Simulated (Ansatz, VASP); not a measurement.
**LuTl3: VASP beside Ansatz**

```xyz
4
Lattice="4.6530 -0.0465 -0.0465 -0.0465 4.6530 -0.0465 -0.0465 -0.0465 4.6530" Properties=species:S:1:pos:R:3 pbc="T T T"
Lu    0.0000    0.0000    0.0000
Tl   -0.0465    2.3032    2.3032
Tl    2.3032   -0.0465    2.3032
Tl    2.3032    2.3032   -0.0465
```

Change from the starting cell: equal xy, yz and zx shear strains of -2 %, crystal datasets.

Alike in both runs: task electric field gradients; functional PBEsol; k mesh 7 × 7 × 7; occupations fermi-dirac, width 0.08 eV; no spin polarisation.

|  | VASP | Ansatz |
| --- | --- | --- |
| version | VASP 6.6.1 | Ansatz 0.2.0 |
| potentials or method | VASP PAW PBE potentials, release 64 (Lu, Tl_d), cutoff 520 eV | all-electron PAW with datasets made for the crystal, scalar-relativistic |

```csv
,VASP,Ansatz,Ansatz less VASP
pressure (GPa),-0.2,-0.2,+0.02
"traceless stress, the component that is largest in VASP (GPa)",0.40,0.39,-0.002
size of Vzz on the site where it differs most (V/Å²),28.2,30.5,+2.26
```

VASP's potentials were made for PBE, not for PBEsol. Ansatz ran all-electron here, and VASP with PAW potentials.

Spin-orbit coupling is off throughout.
